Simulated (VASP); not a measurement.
GaAs, 2 atoms in the cell. The structure is cubic, space group Pm-3m (No. 221). The conventional cell has a = 3.177 Å, b = 3.177 Å, c = 3.177 Å, α = 90.00°, β = 90.00°, γ = 90.00°. Within 3.6 Å of Ga (site symmetry m-3m) lie 8 As at 2.75 Å and 6 Ga at 3.18 Å. Within 3.6 Å of As (site symmetry m-3m) lie 8 Ga at 2.75 Å and 6 As at 3.18 Å. 

| Item | Value |
| --- | --- |
| Program | VASP 6.6.1 |
| Task | single point |
| Functional | PBEsol |
| Potentials or basis | VASP PAW PBE potentials, release 64 (Ga_d, As) |
| Cutoff | 520 eV |
| k mesh | 6 × 6 × 6 |
| Occupations | gaussian, width 0.05 eV |
| Spin | non-collinear spin, zero start, spin-orbit coupling |
| Starting moments | [[0.0, 0.0, 0.0], [0.0, 0.0, 0.0]] μB |
| Dipole correction | no |
| Further INCAR settings | ALGO = Normal; EDIFF = 1e-06; NBANDS = 30 |

Potentials or basis: VASP PAW PBE potentials, release 64 (Ga_d, As).

Run with:

```console
$ cat potpaw_PBE.64/Ga_d/POTCAR potpaw_PBE.64/As/POTCAR > POTCAR
$ mpirun -np 1 vasp_ncl > vasp.out
```

Hardware: 1 thread of Intel Xeon 8259CL (shared host).

Estimate the wall time of this run.

Run time: 38 s on 1 thread of Intel Xeon 8259CL, on a shared host, peak memory 0.21 GiB. Counts: scf iterations 11, k points 20.
